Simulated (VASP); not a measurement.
Ir, 1 atom in the cell. Symmetry: Fm-3m, No. 225, cubic system. Conventional cell: a = 3.811 Å, b = 3.811 Å, c = 3.811 Å, α = 90.00°, β = 90.00°, γ = 90.00°. Within 3.6 Å of Ir (site symmetry m-3m) lie 12 Ir at 2.69 Å. 

* Program: VASP 6.6.1
* Task: single point
* Functional: LDA
* Potentials or basis: VASP PAW LDA potentials, release 64 (Ir_sv_GW)
* Cutoff: 560 eV
* k mesh: 10 × 10 × 10
* Occupations: fermi-dirac, width 0.05 eV
* Spin: no spin polarisation
* Dipole correction: no
* Further INCAR settings: ALGO = Normal; EDIFF = 1e-06; NBANDS = 14

Potentials or basis: VASP PAW LDA potentials, release 64 (Ir_sv_GW).

Command:

```bash
$ cat potpaw_LDA.64/Ir_sv_GW/POTCAR > POTCAR
$ mpirun -np 1 vasp_std > vasp.out
```

Hardware: 1 thread of AMD EPYC 7R43 64-Core Processor (Zen 3) (shared host).

How long does it take, and how much memory?

Wall time 18 s on 1 thread of AMD EPYC 7R43 64-Core Processor (Zen 3), on a shared host, peak memory 0.11 GiB. Counts: scf iterations 12, k points 47.
